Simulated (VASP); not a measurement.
BeB: single point with PBE

Crystal: BeB.

```xyz
2
Lattice="1.4013 0.8090 2.2748 -1.4013 0.8090 2.2748 0.0000 -1.6180 2.2748" Properties=species:S:1:pos:R:3 pbc="T T T"
Be    0.0000    0.0000    0.2191
B     0.0000    0.0000    1.4869
```

```yaml
Program: VASP 6.6.1
Task: single point
Functional: PBE
Potentials_or_basis: VASP PAW PBE potentials, release 64 (Be, B)
Cutoff: 520 eV
k_mesh: 6 × 6 × 6
Occupations: gaussian, width 0.1 eV
Spin: no spin polarisation
```

```yaml
Pressure: 101.3 GPa
Largest_force: 19.962 eV/Å
```

Forces in eV/Å, atoms in the order of the input:
```
Be    0.000   0.000 -19.962
B     0.000   0.000  19.962
```

Stress tensor (GPa, compression positive):
```
 10.27   0.00   0.00
  0.00  10.27   0.00
  0.00   0.00 283.30
```

Levels at points of the mesh, in eV from the Fermi level:
| k point | band 1 | band 2 | band 3 | band 4 | band 5 | band 6 | band 7 |
| --- | --- | --- | --- | --- | --- | --- | --- |
| (0.00, 0.00, 0.00) | -11.84 | 1.98 | 5.59 | 5.59 | 10.23 | 10.23 | 14.02 |
| (0.50, 0.00, 0.00) | -7.17 | -5.78 | 1.23 | 4.61 | 8.48 | 12.80 | 15.26 |
| (0.50, 0.50, 0.00) | -5.78 | -3.92 | -0.36 | -0.29 | 6.21 | 9.58 | 20.98 |
| (0.50, 0.50, 0.50) | -7.87 | -5.43 | 2.66 | 2.66 | 12.98 | 12.98 | 15.13 |

Wall time 3.2 s on 1 thread of Intel(R) Xeon(R) Platinum 8488C (Sapphire Rapids), on a shared host, peak memory 0.13 GiB.

Caveat: the k points lie up to 0.46 Å⁻¹ apart; forces of over 1 eV/Å act on the atoms, so gaps and moduli don't describe the material at rest.
